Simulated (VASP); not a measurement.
# BaTiO3 (Pm-3m) in VASP: a series of runs, part 2 of 3

VASP 6.6.1.

**3. Single point, PBE+U (the cell strained)**

Contents of INCAR:

```
PREC     = Accurate       # precision mode
ENCUT    = 520            # plane-wave cutoff, eV
EDIFF    = 1E-6           # SCF threshold, eV
ISMEAR   = 0              # smearing method
SIGMA    = 0.05           # smearing width, eV
LREAL    = F              # projectors in reciprocal space
LASPH    = T              # aspherical terms in the spheres
NELM     = 150            # most SCF steps
ALGO     = Normal         # electronic algorithm
ISIF     = 2              # what is computed and relaxed
LWAVE    = F              # write WAVECAR
LCHARG   = T              # write CHGCAR
LMAXMIX  = 4              # l up to which the mixer works
LDAU     = T              # DFT+U
LDAUTYPE = 2            
LDAUL    = -1 2 -1        # shell
LDAUU    = 0 4 0          # U, eV
LDAUJ    = 0 0 0        
LDAUPRINT= 1            
GGA      = PE             # functional
LELF     = T              # ELF
LVHAR    = T            
NBANDS   = 28             # bands
```

Contents of KPOINTS:

```
regular mesh
0
Gamma
  8 8 8
```

Contents of POSCAR:

```
BaTiO3
1.0
    3.9615697246      0.0000000000      0.0000000000
    0.0000000000      3.9615697246      0.0000000000
    0.0000000000      0.0000000000      3.9615697246
Ba Ti O
1 1 3
Direct
    0.5000000000      0.5000000000      0.5000000000
    0.0000000000      0.0000000000      0.0000000000
    0.5000000000      0.0000000000      0.0000000000
    0.0000000000      0.5000000000      0.0000000000
    0.0000000000      0.0000000000      0.5000000000
```

Potentials or basis: VASP PAW PBE potentials, release 64 (Ba_sv, Ti_sv, O).

Command:

```
> cat potpaw_PBE.64/Ba_sv/POTCAR potpaw_PBE.64/Ti_sv/POTCAR potpaw_PBE.64/O/POTCAR > POTCAR
> mpirun -np 1 vasp_std > vasp.out
```

Wall time 56 s (1 thread of Intel Xeon Platinum 8488C (Sapphire Rapids), shared host); peak memory 0.21 GiB.

The run converged. Its results:

| Quantity | Value |
| --- | --- |
| Free energy | -37.1669 eV |
| Pressure | 13.3 GPa |
| Band gap on the k mesh | 2.29 eV (least direct gap 2.45 eV) |

Levels at points of the mesh, in eV from the valence-band top:
| k point | band 16 | band 17 | band 18 | band 19 | band 20 | band 21 | band 22 | band 23 | band 24 | band 25 |
| --- | --- | --- | --- | --- | --- | --- | --- | --- | --- | --- |
| (0.00, 0.00, 0.00) | -1.16 | -1.16 | -0.16 | -0.16 | -0.16 | 2.29 | 2.29 | 2.29 | 4.14 | 4.14 |
| (0.50, 0.00, 0.00) | -2.02 | -1.78 | -1.78 | -0.79 | -0.79 | 2.49 | 4.09 | 4.09 | 4.15 | 6.17 |
| (0.50, 0.50, 0.00) | -2.73 | -1.87 | -0.87 | -0.87 | -0.10 | 4.11 | 4.11 | 4.55 | 5.00 | 7.97 |
| (0.50, 0.50, 0.50) | -2.29 | -2.29 | 0.00 | 0.00 | 0.00 | 4.81 | 4.81 | 4.81 | 6.79 | 6.79 |

Eigenvalues of the final occupation matrices:
```
    site  spin  trace               eigenvalues
site 2 d     1   0.80  0.11 0.11 0.11 0.24 0.24
site 2 d     2   0.80  0.11 0.11 0.11 0.24 0.24
```

Caveat: the cell differs from its parent crystal (the cell strained); the cell stands under pressure; spin-orbit coupling is left out, which moves the levels of the heavy elements.

**4. Single point, PBE+U (the cell strained)**

Contents of INCAR:

```
PREC = Accurate
ENCUT = 520
EDIFF = 1E-6
ISMEAR = 0
SIGMA = 0.05
LREAL = F
LASPH = T
NELM = 150
ALGO = Normal
ISIF = 2
LWAVE = F
LCHARG = F
LMAXMIX = 4
LDAU = T
LDAUTYPE = 2
LDAUL = -1 2 -1
LDAUU = 0 4 0
LDAUJ = 0 0 0
LDAUPRINT = 1
GGA = PE
NBANDS = 28
```

Contents of KPOINTS:

```
Automatic mesh
0
Gamma
  8 8 8
```

POSCAR, as its differences from that of step 3:

```diff
@@ -2,5 +2,5 @@
 1.0
-    3.9615697246      0.0000000000      0.0000000000
-    0.0000000000      3.9615697246      0.0000000000
-    0.0000000000      0.0000000000      3.9615697246
+    3.9954120776      0.0000000000      0.0000000000
+    0.0000000000      3.9954120776      0.0000000000
+    0.0000000000      0.0000000000      3.9954120776
 Ba Ti O
```

Potentials or basis: VASP PAW PBE potentials, release 64 (Ba_sv, Ti_sv, O).

Command:

```
> cat potpaw_PBE.64/Ba_sv/POTCAR potpaw_PBE.64/Ti_sv/POTCAR potpaw_PBE.64/O/POTCAR > POTCAR
> mpirun -np 1 vasp_std > vasp.out
```

OUTCAR:

```text
PREC = Accurate
   ENCUT = 520
   EDIFF = 1E-6
   ISMEAR = 0
   LREAL = F
   LASPH = T
   NELM = 150
   ISIF = 2
   GGA = PE

 ion  position               nearest neighbor table
   1  0.500  0.500  0.500-   3 2.83   4 2.83   5 2.83   3 2.83   4 2.83   3 2.83   5 2.83   3 2.83
                             4 2.83   5 2.83   4 2.83   5 2.83   2 3.46   2 3.46   2 3.46   2 3.46
   2  0.000  0.000  0.000-   3 2.00   4 2.00   5 2.00   5 2.00   4 2.00   3 2.00   1 3.46   1 3.46
                             1 3.46   1 3.46   1 3.46   1 3.46   1 3.46   1 3.46
   3  0.500  0.000  0.000-   2 2.00   2 2.00   1 2.83   1 2.83   1 2.83   1 2.83
   4  0.000  0.500  0.000-   2 2.00   2 2.00   1 2.83   1 2.83   1 2.83   1 2.83
   5  0.000  0.000  0.500-   2 2.00   2 2.00   1 2.83   1 2.83   1 2.83   1 2.83

  LATTYP: Found a simple cubic cell.
 ALAT       =     3.9954120776

  Lattice vectors:

 A1 = (   3.9954120776,   0.0000000000,   0.0000000000)
 A2 = (   0.0000000000,   3.9954120776,   0.0000000000)
 A3 = (   0.0000000000,   0.0000000000,   3.9954120776)

Analysis of symmetry for initial positions (statically):
=====================================================================
 Subroutine PRICEL returns:
 Original cell was already a primitive cell.

 Routine SETGRP: Setting up the symmetry group for a
 simple cubic supercell.

 Subroutine GETGRP returns: Found 48 space group operations
 (whereof 48 operations were pure point group operations)
 out of a pool of 48 trial point group operations.

The static configuration has the point symmetry O_h .

Analysis of symmetry for dynamics (positions and initial velocities):
=====================================================================
 Subroutine PRICEL returns:
 Original cell was already a primitive cell.

 Routine SETGRP: Setting up the symmetry group for a
 simple cubic supercell.

 Subroutine GETGRP returns: Found 48 space group operations
 (whereof 48 operations were pure point group operations)
 out of a pool of 48 trial point group operations.

The dynamic configuration has the point symmetry O_h .

 Subroutine INISYM returns: Found 48 space group operations
 (whereof 48 operations are pure point group operations),
 and found     1 'primitive' translations

----------------------------------------------------------------------------------------

                                     Primitive cell

  volume of cell :      63.7800

  direct lattice vectors                    reciprocal lattice vectors
     3.995412078  0.000000000  0.000000000     0.250287074  0.000000000  0.000000000
     0.000000000  3.995412078  0.000000000     0.000000000  0.250287074  0.000000000
     0.000000000  0.000000000  3.995412078     0.000000000  0.000000000  0.250287074

  length of vectors
     3.995412078  3.995412078  3.995412078     0.250287074  0.250287074  0.250287074

  position of ions in fractional coordinates (direct lattice)
     0.500000000  0.500000000  0.500000000
     0.000000000  0.000000000  0.000000000
[... 105 lines left out ...]
  Fermi-wavevector in a.u.,A,eV,Ry     =   1.401307  2.648086 26.717229  1.963661
  Thomas-Fermi vector in A             =   2.524181
   LORBIT       =      0    0 simple, 1 ext, 2 COOP (PROOUT), +10 PAW based schemes
 LDA+U is selected, type is set to LDAUTYPE =  2
   angular momentum for each species LDAUL =    -1    2   -1
   U (eV)           for each species LDAUU =   0.0  4.0  0.0
   J (eV)           for each species LDAUJ =   0.0  0.0  0.0
   GGA     = PE    functional components
   LHFCALC =     F    Hartree Fock is set to
   AEXX    =    0.0000 exact exchange contribution
   IVDW    =     0    specifies the selected vdW correction
   LEPSILON=     F    determine dielectric tensor
   LRPA    =     F    only Hartree local field effects (RPA)
 non-spin polarized calculation
 Gauss-broadening in eV      SIGMA  =   0.05
  energy-cutoff  :      520.00
  volume of cell :       63.78
 maximum number of plane-waves:      1747
 NGX is ok and might be reduce to    30
   NGX = 15   NGY = 15   NGZ = 15

atom =   2  type =  2  l = 2

 onsite density matrix

spin component  1

  0.1040  0.0000  0.0000  0.0000  0.0000
  0.0000  0.1040  0.0000 -0.0000 -0.0000
  0.0000  0.0000  0.2387  0.0000  0.0000
  0.0000 -0.0000  0.0000  0.1040  0.0000
  0.0000 -0.0000  0.0000  0.0000  0.2387

spin component  2

  0.1040  0.0000  0.0000  0.0000  0.0000
  0.0000  0.1040  0.0000 -0.0000 -0.0000
  0.0000  0.0000  0.2387  0.0000  0.0000
  0.0000 -0.0000  0.0000  0.1040  0.0000
  0.0000 -0.0000  0.0000  0.0000  0.2387

 occupancies and eigenvectors

  o =  0.1040  v =  0.0000 -0.9592 -0.0000 -0.2827  0.0000  0.0000  0.0000  0.0000  0.0000  0.0000      0.0000  0.0000  0.0000  0.0000  0.0000  0.0000  0.0000  0.0000  0.0000  0.0000
  o =  0.1040  v =  0.0000  0.0000  0.0000  0.0000  0.0000  0.0000 -0.9592 -0.0000 -0.2827  0.0000      0.0000  0.0000  0.0000  0.0000  0.0000  0.0000  0.0000  0.0000  0.0000  0.0000
  o =  0.1040  v =  0.0000 -0.2827  0.0000  0.9592  0.0000  0.0000  0.0000  0.0000  0.0000  0.0000      0.0000  0.0000  0.0000  0.0000  0.0000  0.0000  0.0000  0.0000  0.0000  0.0000
  o =  0.1040  v =  0.0000  0.0000  0.0000  0.0000  0.0000  0.0000 -0.2827  0.0000  0.9592  0.0000      0.0000  0.0000  0.0000  0.0000  0.0000  0.0000  0.0000  0.0000  0.0000  0.0000
  o =  0.1040  v =  1.0000  0.0000  0.0000  0.0000  0.0000  0.0000  0.0000  0.0000  0.0000  0.0000      0.0000  0.0000  0.0000  0.0000  0.0000  0.0000  0.0000  0.0000  0.0000  0.0000
  o =  0.1040  v =  0.0000  0.0000  0.0000  0.0000  0.0000  1.0000  0.0000  0.0000  0.0000  0.0000      0.0000  0.0000  0.0000  0.0000  0.0000  0.0000  0.0000  0.0000  0.0000  0.0000
  o =  0.2387  v =  0.0000  0.0000  0.0000  0.0000  0.0000  0.0000  0.0000 -0.0263 -0.0000  0.9997      0.0000  0.0000  0.0000  0.0000  0.0000  0.0000  0.0000  0.0000  0.0000  0.0000
  o =  0.2387  v =  0.0000  0.0000 -0.0263 -0.0000  0.9997  0.0000  0.0000  0.0000  0.0000  0.0000      0.0000  0.0000  0.0000  0.0000  0.0000  0.0000  0.0000  0.0000  0.0000  0.0000
  o =  0.2387  v =  0.0000  0.0000  0.0000  0.0000  0.0000  0.0000 -0.0000  0.9997 -0.0000  0.0263      0.0000  0.0000  0.0000  0.0000  0.0000  0.0000  0.0000  0.0000  0.0000  0.0000
  o =  0.2387  v =  0.0000 -0.0000  0.9997 -0.0000  0.0263  0.0000  0.0000  0.0000  0.0000  0.0000      0.0000  0.0000  0.0000  0.0000  0.0000  0.0000  0.0000  0.0000  0.0000  0.0000

 number of electron      39.9999976 magnetization

 Free energy of the ion-electron system (eV)
  ---------------------------------------------------
  ext. energy  EPLUGINS =         0.00000000
  ---------------------------------------------------
  free energy    TOTEN  =       -37.27513690 eV

  energy without entropy =      -37.27513690  energy(sigma->0) =      -37.27513690

 E-fermi :   4.2270     XC(G=0): -11.2956

 val. band max:        4.0136410170   @ k =   0.5000   0.5000   0.5000
 cond. band min:       6.2413284558   @ k =   0.0000   0.0000   0.0000
 fundamental gap:      2.2276874387
 Fermi energy:         4.2269717224

 k-point     1 :       0.0000    0.0000    0.0000
  band No.  band energies     occupation
      1     -53.6951      2.00000
      2     -29.8589      2.00000
      3     -29.8589      2.00000
      4     -29.8589      2.00000
      5     -20.7924      2.00000
      6     -12.9528      2.00000
[... 733 lines left out ...]
     27      12.2371      0.00000
     28      13.0360      0.00000

 [... further k-points ...]

------------------------ aborting loop because EDIFF is reached ----------------------------------------

  FORCE on cell =-STRESS in cart. coord.  units (eV):
  Direction    XX          YY          ZZ          XY          YZ          ZX
  --------------------------------------------------------------------------------------
  -------------------------------------------------------------------------------------
  Total        3.2301349      3.2301349      3.2301349      0.0000000     -0.0000000      0.0000000
  in kB       81.1421487     81.1421487     81.1421487      0.0000000     -0.0000000      0.0000000
  external PRESSURE =      81.1421487 kB  Pullay stress =       0.0000000 kB

 VOLUME and BASIS-vectors are now :
 -----------------------------------------------------------------------------
  energy-cutoff  :      520.00
  volume of cell :       63.78
      direct lattice vectors                 reciprocal lattice vectors
     3.995412078  0.000000000  0.000000000     0.250287074  0.000000000  0.000000000
     0.000000000  3.995412078  0.000000000     0.000000000  0.250287074  0.000000000
     0.000000000  0.000000000  3.995412078     0.000000000  0.000000000  0.250287074

 POSITION                                       TOTAL-FORCE (eV/Angst)
 -----------------------------------------------------------------------------------
      1.99771      1.99771      1.99771         0.000000      0.000000      0.000000
      0.00000      0.00000      0.00000         0.000000      0.000000      0.000000
      1.99771      0.00000      0.00000         0.000000      0.000000      0.000000
      0.00000      1.99771      0.00000         0.000000      0.000000      0.000000
      0.00000      0.00000      1.99771         0.000000      0.000000      0.000000
 -----------------------------------------------------------------------------------
    total drift:                                0.000000     -0.000000      0.000000

  FREE ENERGIE OF THE ION-ELECTRON SYSTEM (eV)
  ---------------------------------------------------
  free  energy   TOTEN  =       -37.2751368981 eV

  energy  without entropy=      -37.2751368981  energy(sigma->0) =      -37.27513690
```

Run time: 48 s. Hardware: 1 thread of Intel Xeon Platinum 8488C (Sapphire Rapids), shared host; peak memory 0.2 GiB.

What came out:

```yaml
Free_energy: -37.2751 eV
Pressure: 8.1 GPa
Band_gap_on_the_k_mesh: 2.23 eV (least direct gap 2.41 eV)
```

Eigenvalues of the final occupation matrices:
```
    site  spin  trace               eigenvalues
site 2 d     1   0.79  0.10 0.10 0.10 0.24 0.24
site 2 d     2   0.79  0.10 0.10 0.10 0.24 0.24
```

Caveat: the cell differs from its parent crystal (the cell strained); the cell stands under pressure; spin-orbit coupling is left out, which moves the levels of the heavy elements.

(Part 2 of 3 ends here.)
